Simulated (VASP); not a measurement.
# MnS (Fm-3m) in VASP: further runs

The runs below take MnS through single point, with BLYP+D3(BJ), PBE+D3(BJ).

Everything below comes from runs of VASP 6.6.1. Logs are shortened: lines on timing, memory, paths and dates and some standing lists are left out, and cuts for length are marked.

### 1 The cell of the first run

Symmetry: Fm-3m, No. 225, cubic system. Conventional cell: a = 5.047 Å, b = 5.047 Å, c = 5.047 Å, α = 90.00°, β = 90.00°, γ = 90.00°. Mn (site symmetry m-3m) has 6 S at 2.52 Å within 3.3 Å. Within 3.3 Å of S (site symmetry m-3m) lie 6 Mn at 2.52 Å.

### 2 Single point, BLYP+D3(BJ), collinear spin, ferromagnetic start (16.07 Å³/atom)

INCAR

```
SYSTEM = MnS
  PREC = Accurate
  ENCUT = 500
  EDIFF = 1E-6
  ISMEAR = 0
  SIGMA = 0.05
  LREAL = .FALSE.
  LASPH = .TRUE.
  NELM = 200
  ALGO = Normal
  ISIF = 2
  LWAVE = .FALSE.
  LCHARG = .FALSE.
  ISPIN = 2
  MAGMOM = 4.1 0
  LORBIT = 11
  LMAXMIX = 4
  GGA = B5
  ALDAX = 1.0
  AGGAX = 1.0
  AGGAC = 1.0
  ALDAC = 0.0
  IVDW = 12
  VDW_S6 = 1.0
  VDW_S8 = 2.6996
  VDW_A1 = 0.4298
  VDW_A2 = 4.2359
  NBANDS = 20
  GGA_COMPAT = .FALSE.
```

KPOINTS

```
Automatic mesh
0
G
  8 8 8
  0 0 0
```

POSCAR

```
MnS
1.0
    0.0000000000      2.5237008008      2.5237008008
    2.5237008008      0.0000000000      2.5237008008
    2.5237008008      2.5237008008      0.0000000000
Mn S
1 1
Direct
    0.0000000000      0.0000000000      0.0000000000
    0.5000000000      0.5000000000      0.5000000000
```

Potentials or basis: VASP PAW PBE potentials, release 64 (Mn_pv, S).

On the command line:

```sh
$ cat potpaw_PBE.64/Mn_pv/POTCAR potpaw_PBE.64/S/POTCAR > POTCAR
$ mpirun -np 1 vasp_std > vasp.out
```

OUTCAR:

```text
SYSTEM = MnS
   PREC = Accurate
   ENCUT = 500
   EDIFF = 1E-6
   ISMEAR = 0
   LREAL = .FALSE.
   LASPH = .TRUE.
   NELM = 200
   ISIF = 2
   ISPIN = 2
   LORBIT = 11
   GGA = B5
   IVDW = 12
 IVDW          = 12

 ion  position               nearest neighbor table
   1  0.000  0.000  0.000-   2 2.52   2 2.52   2 2.52   2 2.52   2 2.52   2 2.52
   2  0.500  0.500  0.500-   1 2.52   1 2.52   1 2.52   1 2.52   1 2.52   1 2.52

  LATTYP: Found a face centered cubic cell.
 ALAT       =     5.0474016016

  Lattice vectors:

 A1 = (   0.0000000000,   2.5237008008,   2.5237008008)
 A2 = (   2.5237008008,   0.0000000000,   2.5237008008)
 A3 = (   2.5237008008,   2.5237008008,   0.0000000000)

Analysis of symmetry for initial positions (statically):
=====================================================================
 Subroutine PRICEL returns:
 Original cell was already a primitive cell.

 Routine SETGRP: Setting up the symmetry group for a
 face centered cubic supercell.

 Subroutine GETGRP returns: Found 48 space group operations
 (whereof 48 operations were pure point group operations)
 out of a pool of 48 trial point group operations.

The static configuration has the point symmetry O_h .

Analysis of symmetry for dynamics (positions and initial velocities):
=====================================================================
 Subroutine PRICEL returns:
 Original cell was already a primitive cell.

 Routine SETGRP: Setting up the symmetry group for a
 face centered cubic supercell.

 Subroutine GETGRP returns: Found 48 space group operations
 (whereof 48 operations were pure point group operations)
 out of a pool of 48 trial point group operations.

The dynamic configuration has the point symmetry O_h .

Analysis of structural, dynamic, and magnetic symmetry:
=====================================================================
 Subroutine PRICEL returns:
 Original cell was already a primitive cell.

 Routine SETGRP: Setting up the symmetry group for a
 face centered cubic supercell.

 Subroutine GETGRP returns: Found 48 space group operations
 (whereof 48 operations were pure point group operations)
 out of a pool of 48 trial point group operations.

The overall configuration has the point symmetry O_h .

 Subroutine INISYM returns: Found 48 space group operations
 (whereof 48 operations are pure point group operations),
 and found     1 'primitive' translations

----------------------------------------------------------------------------------------

                                     Primitive cell

  volume of cell :      32.1472

  direct lattice vectors                    reciprocal lattice vectors
     0.000000000  2.523700801  2.523700801    -0.198121742  0.198121742  0.198121742
     2.523700801  0.000000000  2.523700801     0.198121742 -0.198121742  0.198121742
     2.523700801  2.523700801  0.000000000     0.198121742  0.198121742 -0.198121742

  length of vectors
     3.569051900  3.569051900  3.569051900     0.343156924  0.343156924  0.343156924

  position of ions in fractional coordinates (direct lattice)
     0.000000000  0.000000000  0.000000000
     0.500000000  0.500000000  0.500000000

  ion indices of the primitive-cell ions
   primitive index   ion index
                 1           1
                 2           2

----------------------------------------------------------------------------------------

 KPOINTS: Automatic mesh

Automatic generation of k-mesh.
 Grid dimensions read from file:
 generate k-points for:    8    8    8

 Generating k-lattice:

  Cartesian coordinates                     Fractional coordinates (reciprocal lattice)
    -0.024765218  0.024765218  0.024765218     0.125000000  0.000000000  0.000000000
     0.024765218 -0.024765218  0.024765218     0.000000000  0.125000000  0.000000000
     0.024765218  0.024765218 -0.024765218     0.000000000  0.000000000  0.125000000

  Length of vectors
     0.042894615  0.042894615  0.042894615

  Shift w.r.t. Gamma in fractional coordinates (k-lattice)
     0.000000000  0.000000000  0.000000000

 Subroutine IBZKPT returns following result:
 ===========================================

 Found     29 irreducible k-points:

 Following reciprocal coordinates:
            Coordinates               Weight
  0.000000  0.000000  0.000000      1.000000
  0.125000  0.000000  0.000000      8.000000
  0.250000  0.000000  0.000000      8.000000
  0.375000  0.000000  0.000000      8.000000
  0.500000  0.000000  0.000000      4.000000
  0.125000  0.125000  0.000000      6.000000
[... 16 lines left out ...]
  0.500000  0.250000  0.125000     48.000000
 -0.375000  0.250000  0.125000     24.000000
 [... further k-points ...]
   k-points           NKPTS =     29   k-points in BZ     NKDIM =     29   number of bands    NBANDS=     20
   number of dos      NEDOS =    301   number of ions     NIONS =      2
   total plane-waves  NPLWV =  21952
   dimension x,y,z NGX =    28 NGY =   28 NGZ =   28
   dimension x,y,z NGXF=    56 NGYF=   56 NGZF=   56
   ions per type =               1   1
   NGX,Y,Z   is equivalent  to a cutoff of  13.04, 13.04, 13.04 a.u.
   NGXF,Y,Z  is equivalent  to a cutoff of  26.08, 26.08, 26.08 a.u.
 SYSTEM =  MnS
   PREC   = accura    normal or accurate (medium, high low for compatibility)
   ISTART =      0    job   : 0-new  1-cont  2-samecut
   ICHARG =      2    charge: 1-file 2-atom 10-const
   ISPIN  =      2    spin polarized calculation?
   LNONCOLLINEAR =      F non collinear calculations
   LSORBIT =      F    spin-orbit coupling
   LASPH  =      T    aspherical Exc in radial PAW
   ENCUT  =  500.0 eV  36.75 Ry    6.06 a.u.   6.51  6.51  6.51*2*pi/ulx,y,z
   NELM   =    200;   NELMIN=  2; NELMDL= -5     # of ELM steps
   EDIFF  = 0.1E-05   stopping-criterion for ELM
   LREAL  =      F    real-space projection
   EDIFFG = 0.1E-04   stopping-criterion for IOM
   NSW    =      0    number of steps for IOM
   IBRION =     -1    ionic relax: 0-MD 1-quasi-New 2-CG
   NFREE  =      0    steps in history (QN), initial steepest desc. (CG)
   ISIF   =      2    stress and relaxation
   ISYM   =      2    0-nonsym 1-usesym 2-fastsym
   POTIM  = 0.5000    time-step for ionic-motion
   TEBEG  =    0.0;   TEEND  =   0.0 temperature during run
   PSTRESS=    0.0 pullay stress
   NELECT =      19.0000    total number of electrons
   NUPDOWN=      -1.0000    fix difference up-down
   EMIN   =  10.00;   EMAX   =-10.00  energy-range for DOS
   EFERMI =   0.00;   METHOD = LEGACY
   ISMEAR =     0;   SIGMA  =   0.05  broadening in eV -4-tet -1-fermi 0-gaus
   EFERMI_NEDOS =   21; number of points for ismear=-14 and -15
   IALGO  =     38    algorithm
   IMIX   =      4    mixing-type and parameters
     AMIX     =   0.40;   BMIX     =  1.00
     AMIX_MAG =   1.60;   BMIX_MAG =  1.00
  volume/ion in A,a.u.               =      16.07       108.47
  Fermi-wavevector in a.u.,A,eV,Ry     =   1.373867  2.596233 25.681157  1.887512
  Thomas-Fermi vector in A             =   2.499346
   LORBIT       =     11    0 simple, 1 ext, 2 COOP (PROOUT), +10 PAW based schemes
   GGA     = B5    functional components
   LHFCALC =     F    Hartree Fock is set to
   AEXX    =    0.0000 exact exchange contribution
   IVDW    =    12    specifies the selected vdW correction
   LEPSILON=     F    determine dielectric tensor
   LRPA    =     F    only Hartree local field effects (RPA)
 spin polarized calculation
 Gauss-broadening in eV      SIGMA  =   0.05
  energy-cutoff  :      500.00
  volume of cell :       32.15
 maximum number of plane-waves:       869
 NGX is ok and might be reduce to    28
   NGX = 13   NGY = 13   NGZ = 13

 number of electron      19.0000013 magnetization       4.2582715

 Free energy of the ion-electron system (eV)
  ---------------------------------------------------
  ext. energy  EPLUGINS =         0.00000000
  ---------------------------------------------------
  free energy    TOTEN  =       -12.45310264 eV

  energy without entropy =      -12.44989800  energy(sigma->0) =      -12.45150032

 E-fermi :   8.1016     XC(G=0): -10.5158

 val. band max:        8.0975040120   @ k =   0.5000   0.2500   0.0000
 cond. band min:       8.1118184428   @ k =   0.5000   0.2500   0.1250
 fundamental gap:      0.0143144307
 Fermi energy:         8.1015982788

 spin component 1

 k-point     1 :       0.0000    0.0000    0.0000
  band No.  band energies     occupation
      1     -42.1453      1.00000
      2     -42.1453      1.00000
      3     -42.1453      1.00000
      4      -7.0616      1.00000
      5       4.8810      1.00000
      6       4.8810      1.00000
[... 12 lines left out ...]
     19      20.5335      0.00000
     20      21.4887      0.00000
[... 507 lines left out ...]
 k-point    24 :      -0.3750    0.2500    0.1250
  band No.  band energies     occupation
      1     -42.1566      1.00000
      2     -42.1505      1.00000
      3     -42.1483      1.00000
      4      -5.4133      1.00000
      5       1.2620      1.00000
      6       2.7854      1.00000
[... 12 lines left out ...]
     19      23.6442      0.00000
     20      24.4917      0.00000

 [... further k-points ...]

 spin component 2

 k-point     1 :       0.0000    0.0000    0.0000
  band No.  band energies     occupation
      1     -38.1180      1.00000
      2     -38.1180      1.00000
      3     -38.1180      1.00000
      4      -6.8473      1.00000
      5       6.2696      1.00000
      6       6.2696      1.00000
[... 12 lines left out ...]
     19      21.4706      0.00000
     20      22.7375      0.00000
[... 507 lines left out ...]
 k-point    24 :      -0.3750    0.2500    0.1250
  band No.  band energies     occupation
      1     -38.1332      1.00000
      2     -38.1248      1.00000
      3     -38.1219      1.00000
      4      -5.2286      1.00000
      5       1.7397      1.00000
      6       3.5524      1.00000
[... 12 lines left out ...]
     19      24.1855      0.00000
     20      25.0262      0.00000

 [... further k-points ...]

------------------------ aborting loop because EDIFF is reached ----------------------------------------

 Edisp (eV)   -2.00457

 E8    (eV) :    -1.4365

  FORCE on cell =-STRESS in cart. coord.  units (eV):
  Direction    XX          YY          ZZ          XY          YZ          ZX
  --------------------------------------------------------------------------------------
  -------------------------------------------------------------------------------------
  Total      -0.78863    -0.78863    -0.78863     0.00000    -0.00000     0.00000
  in kB     -39.30419   -39.30419   -39.30419     0.00000    -0.00000     0.00000
  external pressure =      -39.30 kB  Pullay stress =        0.00 kB

 VOLUME and BASIS-vectors are now :
 -----------------------------------------------------------------------------
  energy-cutoff  :      500.00
  volume of cell :       32.15
      direct lattice vectors                 reciprocal lattice vectors
     0.000000000  2.523700801  2.523700801    -0.198121742  0.198121742  0.198121742
     2.523700801  0.000000000  2.523700801     0.198121742 -0.198121742  0.198121742
     2.523700801  2.523700801  0.000000000     0.198121742  0.198121742 -0.198121742

 POSITION                                       TOTAL-FORCE (eV/Angst)
 -----------------------------------------------------------------------------------
      0.00000      0.00000      0.00000        -0.000000     -0.000000     -0.000000
      2.52370      2.52370      2.52370         0.000000      0.000000      0.000000
 -----------------------------------------------------------------------------------
    total drift:                               -0.000000      0.000000      0.000000

  FREE ENERGIE OF THE ION-ELECTRON SYSTEM (eV)
  ---------------------------------------------------
  free  energy   TOTEN  =       -14.4576724603 eV

  energy  without entropy=      -14.4544678190  energy(sigma->0) =      -14.45607014

 total charge

# of ion       s       p       d       tot
------------------------------------------
    1        0.232   6.190   5.032  11.454
    2        1.340   2.442   0.000   3.782
--------------------------------------------------
tot          1.572   8.632   5.032  15.235

 magnetization (x)

# of ion       s       p       d       tot
------------------------------------------
    1        0.046   0.034   3.826   3.906
    2        0.027   0.064   0.000   0.091
--------------------------------------------------
tot          0.073   0.097   3.826   3.997
```

Run time: 94 s. Hardware: 1 thread of Intel Xeon 8259CL, shared host; peak memory 0.2 GiB.

Results:

* Free energy: -14.4577 eV
* Pressure: -3.9 GPa
* Net moment: 4.26 μB per cell
* Site moments: Mn +3.91; S +0.09 μB
* Valence electrons inside the program's atomic spheres: Mn 11.45; S 3.78
* Dispersion energy per atom: -1.002 eV

Caveat: the cell stands under tension; the dispersion term is far too large for a dense solid, which distorts pressure and volume; the PAW data sets were made with another functional, which shifts forces and pressure a little; a cell with one magnetic atom can't hold antiferromagnetic order, which such compounds often take; semilocal functionals often make such compounds metallic where correlation or magnetic order opens a gap, which also shifts bond lengths. With open d or f shells a metallic result of BLYP can be an artefact of self-interaction; +U or a hybrid may open a gap.

### 3 Single point, PBE+D3(BJ), collinear spin, ferromagnetic start (16.18 Å³/atom)

This run uses another cell than the first one, of 16.18 Å³/atom.

INCAR

```
SYSTEM = MnS
PREC = Accurate
ENCUT = 500
EDIFF = 1E-6
ISMEAR = 0
SIGMA = 0.05
LREAL = .FALSE.
LASPH = .TRUE.
NELM = 200
ALGO = Normal
ISIF = 2
LWAVE = .FALSE.
LCHARG = .FALSE.
ISPIN = 2
MAGMOM = 4.56 0
LORBIT = 11
LMAXMIX = 4
GGA = PE
IVDW = 12
NBANDS = 20
GGA_COMPAT = .FALSE.
```

KPOINTS is that of step 2.

POSCAR

```
MnS
1.0
    0.0000000000      2.5290885128      2.5290885128
    2.5290885128      0.0000000000      2.5290885128
    2.5290885128      2.5290885128      0.0000000000
Mn S
1 1
Direct
    0.0000000000      0.0000000000      0.0000000000
    0.5000000000      0.5000000000      0.5000000000
```

Potentials or basis: VASP PAW PBE potentials, release 64 (Mn_pv, S).

On the command line:

```sh
$ cat potpaw_PBE.64/Mn_pv/POTCAR potpaw_PBE.64/S/POTCAR > POTCAR
$ mpirun -np 1 vasp_std > vasp.out
```

OUTCAR:

```text
SYSTEM = MnS
   PREC = Accurate
   ENCUT = 500
   EDIFF = 1E-6
   ISMEAR = 0
   LREAL = .FALSE.
   LASPH = .TRUE.
   NELM = 200
   ISIF = 2
   ISPIN = 2
   LORBIT = 11
   GGA = PE
   IVDW = 12
 IVDW          = 12

 ion  position               nearest neighbor table
   1  0.000  0.000  0.000-   2 2.53   2 2.53   2 2.53   2 2.53   2 2.53   2 2.53
   2  0.500  0.500  0.500-   1 2.53   1 2.53   1 2.53   1 2.53   1 2.53   1 2.53

  LATTYP: Found a face centered cubic cell.
 ALAT       =     5.0581770256

  Lattice vectors:

 A1 = (   0.0000000000,   2.5290885128,   2.5290885128)
 A2 = (   2.5290885128,   0.0000000000,   2.5290885128)
 A3 = (   2.5290885128,   2.5290885128,   0.0000000000)

Analysis of symmetry for initial positions (statically):
=====================================================================
 Subroutine PRICEL returns:
 Original cell was already a primitive cell.

 Routine SETGRP: Setting up the symmetry group for a
 face centered cubic supercell.

[... 753 lines left out ...]
      6       5.8888      1.00000
[... 541 lines left out ...]
     19      23.6221      0.00000
     20      24.2653      0.00000

 [... further k-points ...]

------------------------ aborting loop because EDIFF is reached ----------------------------------------

 Edisp (eV)   -0.89355

 E8    (eV) :    -0.3685

  FORCE on cell =-STRESS in cart. coord.  units (eV):
  Direction    XX          YY          ZZ          XY          YZ          ZX
  --------------------------------------------------------------------------------------
  -------------------------------------------------------------------------------------
  Total      -0.38721    -0.38721    -0.38721    -0.00000     0.00000    -0.00000
  in kB     -19.17521   -19.17521   -19.17521    -0.00000     0.00000    -0.00000
  external pressure =      -19.18 kB  Pullay stress =        0.00 kB

 VOLUME and BASIS-vectors are now :
 -----------------------------------------------------------------------------
  energy-cutoff  :      500.00
  volume of cell :       32.35
      direct lattice vectors                 reciprocal lattice vectors
     0.000000000  2.529088513  2.529088513    -0.197699684  0.197699684  0.197699684
     2.529088513  0.000000000  2.529088513     0.197699684 -0.197699684  0.197699684
     2.529088513  2.529088513  0.000000000     0.197699684  0.197699684 -0.197699684

 POSITION                                       TOTAL-FORCE (eV/Angst)
 -----------------------------------------------------------------------------------
      0.00000      0.00000      0.00000         0.000000      0.000000     -0.000000
      2.52909      2.52909      2.52909         0.000000     -0.000000      0.000000
 -----------------------------------------------------------------------------------
    total drift:                               -0.000000      0.000000      0.000000

  FREE ENERGIE OF THE ION-ELECTRON SYSTEM (eV)
  ---------------------------------------------------
  free  energy   TOTEN  =       -14.9695726121 eV

  energy  without entropy=      -14.9680858224  energy(sigma->0) =      -14.96882922

 total charge

# of ion       s       p       d       tot
------------------------------------------
    1        0.231   6.192   4.971  11.393
    2        1.328   2.420   0.000   3.748
--------------------------------------------------
tot          1.559   8.612   4.971  15.141

 magnetization (x)

# of ion       s       p       d       tot
------------------------------------------
    1        0.054   0.043   4.010   4.107
    2        0.028   0.067   0.000   0.095
--------------------------------------------------
tot          0.082   0.110   4.010   4.202
```

OSZICAR:

```text
N       E                     dE             d eps       ncg     rms          rms(c)
DAV:   1     0.152663827415E+03    0.15266E+03   -0.99595E+03  2332   0.978E+02
DAV:   2    -0.726773922105E+01   -0.15993E+03   -0.15016E+03  2412   0.287E+02
DAV:   3    -0.151200392957E+02   -0.78523E+01   -0.77210E+01  2724   0.680E+01
DAV:   4    -0.152109387914E+02   -0.90899E-01   -0.90824E-01  2600   0.751E+00
DAV:   5    -0.152121913322E+02   -0.12525E-02   -0.12525E-02  2608   0.921E-01    0.128E+01
DAV:   6    -0.141087467329E+02    0.11034E+01   -0.47564E+00  2580   0.270E+01    0.103E+01
DAV:   7    -0.140744833234E+02    0.34263E-01   -0.68949E-01  2532   0.111E+01    0.616E+00
DAV:   8    -0.140796248289E+02   -0.51415E-02   -0.25609E-02  2516   0.138E+00    0.351E+00
DAV:   9    -0.140733367722E+02    0.62881E-02   -0.14025E-02  2508   0.114E+00    0.578E-01
DAV:  10    -0.140761743970E+02   -0.28376E-02   -0.30540E-03  2460   0.460E-01    0.199E-01
DAV:  11    -0.140759448904E+02    0.22951E-03   -0.49272E-04  2548   0.162E-01    0.122E-01
DAV:  12    -0.140759949589E+02   -0.50069E-04   -0.15233E-04  2576   0.954E-02    0.814E-02
DAV:  13    -0.140760131002E+02   -0.18141E-04   -0.71919E-06  2496   0.257E-02    0.541E-02
DAV:  14    -0.140760198721E+02   -0.67720E-05   -0.66020E-06  2392   0.197E-02    0.111E-02
DAV:  15    -0.140760205602E+02   -0.68814E-06   -0.73219E-07  1944   0.997E-03
   1 F= -.14969573E+02 E0= -.14968829E+02  d E =-.148679E-02  mag=     4.5203
```

stdout:

```text
POSCAR found type information on POSCAR MnS
 POSCAR found :  2 types and       2 ions
 scaLAPACK will be used
 LDA part: xc-table for (Slater+PW92), standard interpolation
 POSCAR, INCAR and KPOINTS ok, starting setup
 FFT: planning ... GRIDC
 FFT: planning ... GRID_SOFT
 FFT: planning ... GRID
 WAVECAR not read
 entering main loop
```

Wall time 82 s (1 thread of Intel Xeon 8259CL, shared host); peak memory 0.19 GiB.

Results:

| Property | Result |
| --- | --- |
| Free energy | -14.9696 eV |
| Pressure | -1.9 GPa |
| Net moment | 4.52 μB per cell |
| Site moments | Mn +4.11; S +0.10 μB |
| Valence electrons inside the program's atomic spheres | Mn 11.39; S 3.75 |
| Dispersion energy per atom | -0.447 eV |

Caveat: three body term missing; a cell with one magnetic atom can't hold antiferromagnetic order, which such compounds often take; semilocal functionals often make such compounds metallic where correlation or magnetic order opens a gap, which also shifts bond lengths. With open d or f shells a metallic result of PBE can be an artefact of self-interaction; +U or a hybrid may open a gap.

(Continued in part 2 of 2.)
